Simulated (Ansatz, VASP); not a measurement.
**One calculation of CdTe, two programs**

The input INCAR:

```
SYSTEM = CdTe
PREC = Accurate
ENCUT = 520
EDIFF = 1E-7
ISMEAR = -1
SIGMA = 0.05
LREAL = .FALSE.
LASPH = .TRUE.
NELM = 60
ALGO = Normal
ISIF = 2
LWAVE = .FALSE.
LCHARG = .FALSE.
GGA = CA
NBANDS = 16
```

Contents of KPOINTS:

```
regular mesh
0
G
  12 12 12
  0 0 0
```

POSCAR

```
CdTe
1.0
    0.0000000000      2.7608638794      2.7608638794
    2.7608638794      0.0000000000      2.7608638794
    2.7608638794      2.7608638794      0.0000000000
Cd Te
1 1
Direct
    0.0000000000      0.0000000000      0.0000000000
    0.2500000000      0.2500000000      0.2500000000
```

Input for Ansatz:

```yaml
crystal:
  lattice:
    - [0.0, 2.7608638794, 2.7608638794]
    - [2.7608638794, 0.0, 2.7608638794]
    - [2.7608638794, 2.7608638794, 0.0]
  atoms:
    - { symbol: Cd, position: [0.0, 0.0, 0.0] }
    - { symbol: Te, position: [0.25, 0.25, 0.25] }
kpoints:
  mp_grid: { grid: [12, 12, 12] }
scf:
  occupations: { method: fermi_dirac, width: 0.05 }
hamiltonian:
  xc: lda
  pseudopotentials: { kind: paw }
output:
  forces: true
  stress: true
  eigenvalues: true
  populations: true
```

Change from the starting cell: volume scaled by 0.64, PAW files.

Alike in both runs: task single point; functional LDA; k mesh 12 × 12 × 12; occupations fermi-dirac, width 0.05 eV; no spin polarisation.

```csv
,VASP,Ansatz
version,VASP 6.6.1,Ansatz 0.2.0
potentials or method,"VASP PAW LDA potentials, release 64 (Cd, Te)","PAW with Ansatz's default frozen-core files, scalar-relativistic"
plane-wave cutoff (eV),520,420
valence electrons in the cell,18,36
```

```tsv
	VASP	Ansatz	Ansatz less VASP
pressure (GPa)	61.5	60.1	-1.42
```

LDA's correlation is that of Perdew and Zunger in VASP and of Perdew and Wang (1992) in Ansatz. Both programs put the cell under a high pressure, so it lies far from rest at this level. VASP's potentials hold 18 valence electrons a cell and Ansatz's 36, so a difference there can come from the potentials and not from the codes.

Neither program's run includes spin-orbit coupling. Noted on VASP's run: the cell as given lies far from equilibrium.
